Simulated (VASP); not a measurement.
Write the native input for VASP 6.6.1 that does the following.

```
Task                   : relaxation of cell and atoms
Functional             : PBE
Potentials or basis    : VASP PAW PBE potentials, release 64 (Al, Os, N)
Cutoff                 : 600 eV
k mesh                 : 12 × 12 × 12
Occupations            : gaussian, width 0.1 eV
Spin                   : no spin polarisation
Dipole correction      : no
Further INCAR settings : ALGO = Normal; EDIFF = 1e-06; IBRION = 2; EDIFFG = -0.01; NSW = 100; ISIF = 3
```

The structure of Al2OsN3 lies in POSCAR:

```
Al2OsN3
1.0
    2.7828677135      1.6066894235      2.5233914146
   -2.7828677135      1.6066894235      2.5233914146
    0.0000000000     -3.2133788470      2.5233914146
Al Os N
2 1 3
Direct
    0.6721594063      0.6721594063      0.6721594063
    0.3278405937      0.3278405937      0.3278405937
    0.0000000000      0.0000000000      0.0000000000
    0.5000000000      0.0000000000      0.0000000000
    0.0000000000      0.5000000000      0.0000000000
    0.0000000000      0.0000000000      0.5000000000
```

The cell was generated, and may not be a known phase.

The input as run:

INCAR

```
  PREC = Accurate
  ENCUT = 600
  EDIFF = 1E-6
  ISMEAR = 0
  SIGMA = 0.1
  LREAL = F
  LASPH = T
  NELM = 80
  ALGO = Normal
  ISIF = 3
  LWAVE = F
  LCHARG = F
  GGA = PE
  IBRION = 2
  NSW = 100
  EDIFFG = -0.01
```

KPOINTS

```
Automatic mesh
0
Gamma
  12 12 12
```

Potentials or basis: VASP PAW PBE potentials, release 64 (Al, Os, N).

Launch:

```console
$ cat potpaw_PBE.64/Al/POTCAR potpaw_PBE.64/Os/POTCAR potpaw_PBE.64/N/POTCAR > POTCAR
$ mpirun -np 1 vasp_std > vasp.out
```

It gave:

* Relaxed volume: 11.36 Å³/atom
* Relaxed cell: a = 4.095 Å, b = 4.095 Å, c = 4.095 Å, α = 85.86°, β = 85.86°, γ = 85.86°
* Space group after relaxing (to 0.1 Å): R-3m (No. 166)
* Energy gained by relaxing: 0.3 meV/atom
* Ionic steps: 5
* Pressure after relaxing: 0.0 GPa
* Band gap on the k mesh: zero (an odd number of electrons rules out a gap without spin polarisation)

Caveat: spin-orbit coupling is left out, which moves the levels of the heavy elements.

Run time: 5.9 min on 1 thread of Intel(R) Xeon(R) Platinum 8559C (Emerald Rapids), on a shared host, peak memory 0.45 GiB.
